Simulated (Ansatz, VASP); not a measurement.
CaB6 in VASP and in Ansatz

POSCAR

```
CaB6
1.0
    4.1366658562      0.0000000000      0.0000000000
    0.0000000000      4.1366658562      0.0000000000
    0.0000000000      0.0000000000      4.1366658562
Ca B
1 6
Direct
    0.5000000000      0.5000000000      0.5000000000
    0.0000000000      0.0000000000      0.2980895247
    0.0000000000      0.0000000000      0.7019104753
    0.2980895247      0.0000000000      0.0000000000
    0.7019104753      0.0000000000      0.0000000000
    0.0000000000      0.2980895247      0.0000000000
    0.0000000000      0.7019104753      0.0000000000
```

The input INCAR.step1:

```
ALGO = Normal
EDIFF = 1E-4
ENCUT = 600
GGA = PE
ISMEAR = 0
LASPH = T
LCHARG = F
LREAL = F
LWAVE = T
NELM = 80
PREC = Accurate
SIGMA = 0.01
```

The input INCAR.step2:

```
ALGO = Normal
EDIFF = 1E-6
EDIFFG = -0.001
ENCUT = 600
IBRION = 2
ISIF = 3
ISMEAR = 0
ISTART = 1
LASPH = T
LCHARG = F
LMIXTAU = T
LREAL = F
LWAVE = F
METAGGA = R2SCAN
NELM = 80
NSW = 80
PREC = Accurate
SIGMA = 0.01
```

KPOINTS

```
k-points
0
Gamma
  8 8 8
```

Input for Ansatz:

```yaml
crystal:
  lattice:
    - [4.1366658562, 0.0, 0.0]
    - [0.0, 4.1366658562, 0.0]
    - [0.0, 0.0, 4.1366658562]
  atoms:
    - { symbol: Ca, position: [0.5, 0.5, 0.5] }
    - { symbol: B, position: [0.0, 0.0, 0.2980895247] }
    - { symbol: B, position: [0.0, 0.0, 0.7019104753] }
    - { symbol: B, position: [0.2980895247, 0.0, 0.0] }
    - { symbol: B, position: [0.7019104753, 0.0, 0.0] }
    - { symbol: B, position: [0.0, 0.2980895247, 0.0] }
    - { symbol: B, position: [0.0, 0.7019104753, 0.0] }
basis:
  ecutwfc: 500
kpoints:
  mp_grid: { grid: [8, 8, 8] }
hamiltonian:
  xc: r2scan
scf:
  occupations: { method: gaussian, width: 0.01 }
output:
  forces: true
  stress: true
  eigenvalues: true
relax:
  adjacent_minimum: "off"
  f_tol: 0.001
  max_steps: 60
  cell: { stress_tol: 0.01 }
```

Alike in both runs: task relaxation of cell and atoms; functional r2SCAN; k mesh 8 × 8 × 8; occupations gaussian, width 0.01 eV; no spin polarisation.

|  | VASP | Ansatz |
| --- | --- | --- |
| version | VASP 6.6.1 | Ansatz 0.2.0 |
| potentials or method | VASP PAW PBE potentials, release 64 (Ca_sv, B), cutoff 600 eV | scalar-relativistic, plane waves, PAW |
| valence electrons in the cell | 28 | 28 |

```csv
,VASP,Ansatz,Ansatz less VASP
"gap on the k mesh at the Fermi level, each at its own relaxed structure (eV)",0.07,0.07,0.000
relaxed volume (Å³/atom),10.13,10.11,-0.017
relaxed length of the cell vector where the two differ most in proportion (Å),4.139,4.137,-0.0023
```

VASP's potentials were made for PBE, not for r2SCAN.
